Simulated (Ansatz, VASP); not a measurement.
# Pd in VASP and in Ansatz

```
Pd
1.0
     0.00000    1.95297    1.95297
     1.95297    0.00000    1.95297
     1.95297    1.95297    0.00000
Pd
1
Direct
  0.00000 0.00000 0.00000
```

Alike in both runs: task single point; functional revPBE; k mesh 10 × 10 × 10; no spin polarisation.

|  | VASP | Ansatz |
| --- | --- | --- |
| version | VASP 6.6.1 | Ansatz 0.2.0 |
| potentials or method | VASP PAW PBE potentials, release 64 (Pd) | plane waves, norm-conserving potentials |
| plane-wave cutoff (eV) | 520 | 1116 |
| occupations | methfessel-paxton of order 1, width 0.1 eV | methfessel-paxton of order 1 |
| valence electrons in the cell | 10 | 18 |

```csv
,VASP,Ansatz,Ansatz less VASP
pressure (GPa),7.8,8.0,+0.19
```

VASP's potentials were made for PBE, not for revPBE. VASP's potentials hold 10 valence electrons a cell and Ansatz's 18, so a difference there can come from the potentials and not from the codes. Ansatz's warnings: stress scf threshold loose.
